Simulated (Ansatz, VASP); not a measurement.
**One calculation of ZrS2, two programs**

File INCAR:

```
ALGO = Normal
EDIFF = 1E-6
ENCUT = 500
GGA = PE
GGA_COMPAT = F
ISIF = 2
ISMEAR = 0
IVDW = 12
LASPH = T
LCHARG = F
LREAL = F
LWAVE = F
NBANDS = 19
NELM = 120
PREC = Accurate
SIGMA = 0.1
```

The input KPOINTS:

```
k-points
0
Gamma
  6 6 4
```

File POSCAR:

```
ZrS2
1.0
    3.6913826500      0.0000000000      0.0000000000
   -1.8456913200      3.1968309900      0.0000000000
    0.0000000000      0.0000000000      6.0410771400
Zr S
1 2
Direct
    0.0000000000      0.0000000000      0.0000000000
    0.6666666900      0.3333333400      0.7620900300
    0.3333333400      0.6666666900      0.2379099700
```

Input for Ansatz:

```yaml
crystal:
  lattice:
    - [3.69138265, 0.0, 0.0]
    - [-1.84569132, 3.19683099, 0.0]
    - [0.0, 0.0, 6.04107714]
  atoms:
    - { symbol: Zr, position: [0.0, 0.0, 0.0] }
    - { symbol: S, position: [0.66666669, 0.33333334, 0.76209003] }
    - { symbol: S, position: [0.33333334, 0.66666669, 0.23790997] }
basis:
  ecutwfc: 420
kpoints:
  mp_grid: { grid: [6, 6, 4] }
hamiltonian:
  xc: pbe
  dispersion: d3bj
scf:
  occupations: { method: gaussian, width: 0.1 }
  lower_state_search: "off"
output:
  forces: true
  stress: true
  eigenvalues: true
```

Alike in both runs: task single point; functional PBE; dispersion D3(BJ); k mesh 6 × 6 × 4; occupations gaussian, width 0.1 eV; no spin polarisation.

|  | VASP | Ansatz |
| --- | --- | --- |
| version | VASP 6.6.1 | Ansatz 0.2.0 |
| potentials or method | VASP PAW PBE potentials, release 64 (Zr_sv, S), cutoff 500 eV | scalar-relativistic, plane waves, PAW |
| valence electrons in the cell | 24 | 24 |

Ansatz gave:

| Quantity | Value |
| --- | --- |
| gap on the k mesh at the Fermi level (eV) | 1.07 |
| least direct gap on the mesh (eV) | 1.63 |
| pressure (GPa) | -1.9 |
| traceless stress, the component that is largest in VASP (GPa) | 0.59 |
| rms of the force components (eV/Å) | 0.023 |

Problem. What did VASP give for the same quantities?

Solution. gap on the k mesh at the Fermi level (eV): 1.07; least direct gap on the mesh (eV): 1.64; pressure (GPa): -1.9; traceless stress, the component that is largest in VASP (GPa): 0.62; rms of the force components (eV/Å): 0.027.

Atom by atom the forces differ by 0.003 eV/Å (rms over components). Ansatz's warnings: structure snapped to symmetry.
